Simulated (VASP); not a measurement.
# CdS (P6_3/mmc) in VASP: notebook, part 2 of 2

VASP 6.6.1.

### 3 Single point, PBE (22.35 Å³/atom)

This run uses another cell than the first one, of 22.35 Å³/atom.

INCAR reads:

```
PREC     = Accurate       # precision mode
ENCUT    = 520            # plane-wave cutoff, eV
EDIFF    = 1E-7           # SCF threshold, eV
ISMEAR   = 0              # smearing method
SIGMA    = 0.01           # smearing width, eV
LREAL    = F              # projectors in reciprocal space
LASPH    = T              # aspherical terms in the spheres
NELM     = 80             # most SCF steps
ALGO     = Normal         # electronic algorithm
ISIF     = 2              # what is computed and relaxed
LWAVE    = F              # write WAVECAR
LCHARG   = F              # write CHGCAR
GGA      = PE             # functional
NBANDS   = 26             # bands
```

KPOINTS reads:

```
regular mesh
0
Gamma
  6 6 4
```

POSCAR reads:

```
CdS
1.0
    3.9530683032      0.0000000000      0.0000000000
   -1.9765341516      3.4234575735      0.0000000000
    0.0000000000      0.0000000000      6.6047265514
Cd S
2 2
Direct
    0.0000000000      0.0000000000      0.0000000000
    0.0000000000      0.0000000000      0.5000000000
    0.3333333333      0.6666666667      0.2500000000
    0.6666666667      0.3333333333      0.7500000000
```

Potentials or basis: VASP PAW PBE potentials, release 64 (Cd, S).

Run with:

```
> cat potpaw_PBE.64/Cd/POTCAR potpaw_PBE.64/S/POTCAR > POTCAR
> mpirun -np 1 vasp_std > vasp.out
```

OUTCAR:

```text
PREC = Accurate
   ENCUT = 520
   EDIFF = 1E-7
   ISMEAR = 0
   LREAL = F
   LASPH = T
   NELM = 80
   ISIF = 2
   GGA = PE

 ion  position               nearest neighbor table
   1  0.000  0.000  0.000-   3 2.82   4 2.82   4 2.82   3 2.82   4 2.82   3 2.82   2 3.30   2 3.30

   2  0.000  0.000  0.500-   3 2.82   4 2.82   4 2.82   3 2.82   4 2.82   3 2.82   1 3.30   1 3.30

   3  0.333  0.667  0.250-   1 2.82   2 2.82   1 2.82   2 2.82   1 2.82   2 2.82
   4  0.667  0.333  0.750-   1 2.82   2 2.82   1 2.82   2 2.82   1 2.82   2 2.82

  LATTYP: Found a hexagonal cell.
 ALAT       =     3.9530683032
 C/A-ratio  =     1.6707848296

  Lattice vectors:

 A1 = (   3.9530683032,   0.0000000000,   0.0000000000)
 A2 = (  -1.9765341516,   3.4234575735,   0.0000000000)
 A3 = (   0.0000000000,   0.0000000000,   6.6047265514)

Analysis of symmetry for initial positions (statically):
=====================================================================
 Subroutine PRICEL returns:
 Original cell was already a primitive cell.

 Routine SETGRP: Setting up the symmetry group for a
 hexagonal supercell.

 Subroutine GETGRP returns: Found 24 space group operations
 (whereof 12 operations were pure point group operations)
 out of a pool of 24 trial point group operations.

The static configuration has the point symmetry D_3d.
 The point group associated with its full space group is D_6h.

Analysis of symmetry for dynamics (positions and initial velocities):
=====================================================================
 Subroutine PRICEL returns:
 Original cell was already a primitive cell.

 Routine SETGRP: Setting up the symmetry group for a
 hexagonal supercell.

 Subroutine GETGRP returns: Found 24 space group operations
[... 119 lines left out ...]
   ISMEAR =     0;   SIGMA  =   0.01  broadening in eV -4-tet -1-fermi 0-gaus
   EFERMI_NEDOS =   21; number of points for ismear=-14 and -15
   IALGO  =     38    algorithm
   IMIX   =      4    mixing-type and parameters
     AMIX     =   0.40;   BMIX     =  1.00
     AMIX_MAG =   1.60;   BMIX_MAG =  1.00
  volume/ion in A,a.u.               =      22.35       150.80
  Fermi-wavevector in a.u.,A,eV,Ry     =   1.208994  2.284668 19.887194  1.461667
  Thomas-Fermi vector in A             =   2.344585
   LORBIT       =      0    0 simple, 1 ext, 2 COOP (PROOUT), +10 PAW based schemes
   GGA     = PE    functional components
   LHFCALC =     F    Hartree Fock is set to
   AEXX    =    0.0000 exact exchange contribution
   IVDW    =     0    specifies the selected vdW correction
   LEPSILON=     F    determine dielectric tensor
   LRPA    =     F    only Hartree local field effects (RPA)
 non-spin polarized calculation
 Gauss-broadening in eV      SIGMA  =   0.01
  energy-cutoff  :      520.00
  volume of cell :       89.38
 maximum number of plane-waves:      2448
 NGX is ok and might be reduce to    30
   NGX = 15   NGY = 15   NGZ = 25

 number of electron      35.9999993 magnetization

 Free energy of the ion-electron system (eV)
  ---------------------------------------------------
  ext. energy  EPLUGINS =         0.00000000
  ---------------------------------------------------
  free energy    TOTEN  =       -11.53519957 eV

  energy without entropy =      -11.53519957  energy(sigma->0) =      -11.53519957

 E-fermi :   2.2307     XC(G=0):  -9.9438

 val. band max:        2.1279755099   @ k =   0.1667   0.0000   0.0000
 cond. band min:       2.4235845716   @ k =   0.0000   0.0000   0.0000
 fundamental gap:      0.2956090617
 Fermi energy:         2.2306934851

 k-point     1 :       0.0000    0.0000    0.0000
  band No.  band energies     occupation
      1     -10.1633      2.00000
      2      -9.2713      2.00000
      3      -5.7573      2.00000
      4      -5.6891      2.00000
      5      -5.6891      2.00000
      6      -5.4301      2.00000
[... 598 lines left out ...]
     25      10.6446      0.00000
     26      10.6446      0.00000

------------------------ aborting loop because EDIFF is reached ----------------------------------------

  FORCE on cell =-STRESS in cart. coord.  units (eV):
  Direction    XX          YY          ZZ          XY          YZ          ZX
  --------------------------------------------------------------------------------------
  -------------------------------------------------------------------------------------
  Total       -1.7737083     -1.7737083     -2.0112495      0.0000000      0.0000000      0.0000000
  in kB      -31.7935243    -31.7935243    -36.0514232      0.0000000      0.0000000      0.0000000
  external PRESSURE =     -33.2128239 kB  Pullay stress =       0.0000000 kB

 VOLUME and BASIS-vectors are now :
 -----------------------------------------------------------------------------
  energy-cutoff  :      520.00
  volume of cell :       89.38
      direct lattice vectors                 reciprocal lattice vectors
     3.953068303  0.000000000  0.000000000     0.252968055  0.146051175  0.000000000
    -1.976534152  3.423457573  0.000000000     0.000000000  0.292102349  0.000000000
     0.000000000  0.000000000  6.604726551     0.000000000  0.000000000  0.151406722

 POSITION                                       TOTAL-FORCE (eV/Angst)
 -----------------------------------------------------------------------------------
      0.00000      0.00000      0.00000        -0.000000      0.000000      0.000000
      0.00000      0.00000      3.30236        -0.000000      0.000000      0.000000
     -0.00000      2.28231      1.65118         0.000000      0.000000     -0.000000
      1.97653      1.14115      4.95354        -0.000000     -0.000000     -0.000000
 -----------------------------------------------------------------------------------
    total drift:                               -0.000000      0.000000     -0.000000

  FREE ENERGIE OF THE ION-ELECTRON SYSTEM (eV)
  ---------------------------------------------------
  free  energy   TOTEN  =       -11.5351995742 eV

  energy  without entropy=      -11.5351995742  energy(sigma->0) =      -11.53519957
```

stdout:

```text
POSCAR found type information on POSCAR CdS
 POSCAR found :  2 types and       4 ions
 scaLAPACK will be used
 LDA part: xc-table for (Slater+PW92), standard interpolation
 POSCAR, INCAR and KPOINTS ok, starting setup
 FFT: planning ... GRIDC
 FFT: planning ... GRID_SOFT
 FFT: planning ... GRID
 WAVECAR not read
 entering main loop
```

Wall time 82 s (1 thread of Intel Xeon 8259CL, shared host); peak memory 0.21 GiB.

Results:

```yaml
Free_energy: -11.5352 eV
Pressure: -3.3 GPa
Band_gap_on_the_k_mesh: 0.30 eV
```

Stress tensor (GPa, compression positive):
```
-3.18  0.00  0.00
 0.00 -3.18  0.00
 0.00  0.00 -3.61
```

Caveat: the cell stands under tension.
